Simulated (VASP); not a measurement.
A run of VASP 6.6.1 is set up as follows.

File INCAR:

```
PREC = Accurate
ENCUT = 520
EDIFF = 1E-6
ISMEAR = 1
SIGMA = 0.15
LREAL = F
LASPH = T
NELM = 100
ALGO = Normal
ISIF = 2
LWAVE = F
LCHARG = F
GGA = PS
NBANDS = 12
```

Contents of KPOINTS:

```
Automatic mesh
0
Gamma
  12 12 12
```

Contents of POSCAR:

```
Ti
1.0
    0.0000000000      2.0567135898      2.0567135898
    2.0567135898      0.0000000000      2.0567135898
    2.0567135898      2.0567135898      0.0000000000
Ti
1
Direct
    0.0000000000      0.0000000000      0.0000000000
```

Potentials or basis: VASP PAW PBE potentials, release 64 (Ti_sv).

The run is started by

```console
$ cat potpaw_PBE.64/Ti_sv/POTCAR > POTCAR
$ mpirun -np 1 vasp_std > vasp.out
```

(1) Estimate the pressure.

(2) Predict the band gap on the k mesh.

Results:

(1) -4.7 GPa.

(2) zero (band 6 reaches 8.95 eV, above the bottom of band 7 at 7.70 eV).

Caveat: the PAW data sets were made with another functional, which shifts forces and pressure a little.
